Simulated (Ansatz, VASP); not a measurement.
## TaF3 in VASP and in Ansatz

```
Ta F
1.0
     3.90120    0.00000    0.00000
     0.00000    3.90120    0.00000
     0.00000    0.00000    3.90120
Ta F
1 3
Direct
  0.00000 0.00000 0.00000
  0.00000 0.00000 0.50000
  0.00000 0.50000 0.00000
  0.50000 0.00000 0.00000
```

Alike in both runs: task relaxation of cell and atoms; functional PBE; k mesh 7 × 7 × 7; occupations fermi-dirac, width 0.05 eV; no spin polarisation; Hubbard terms Ta d U = 4.0 eV.

```csv
,VASP,Ansatz
version,VASP 6.6.1,Ansatz 0.2.0
potentials or method,"VASP PAW PBE potentials, release 64 (Ta_pv, F)",Ansatz PAW
plane-wave cutoff (eV),600,420
valence electrons in the cell,32,34
```

```tsv
	VASP	Ansatz	Ansatz less VASP
gap on the k mesh at the Fermi level, each at its own relaxed structure (eV)	none	none	-
relaxed volume (Å³/atom)	18.15	17.86	-0.297
relaxed length of the cell vector where the two differ most in proportion (Å)	4.172	4.149	-0.0229
```

The programs project onto different local orbitals, so the same U acts differently, and such runs can settle in different states. A gap of «none» marks a metal or a gap that the smearing closes. VASP's potentials hold 32 valence electrons a cell and Ansatz's 34, so a difference there can come from the potentials and not from the codes.

Neither program's run includes spin-orbit coupling. Noted on VASP's run: the volume moved by over 15 % at a fixed basis, so the end points are rough. Noted on Ansatz's run: the volume moved by over 15 % at a fixed basis, so the end points are rough; the plane-wave basis is chosen anew once the cell has moved, so the energies of steps on either side of that aren't comparable.
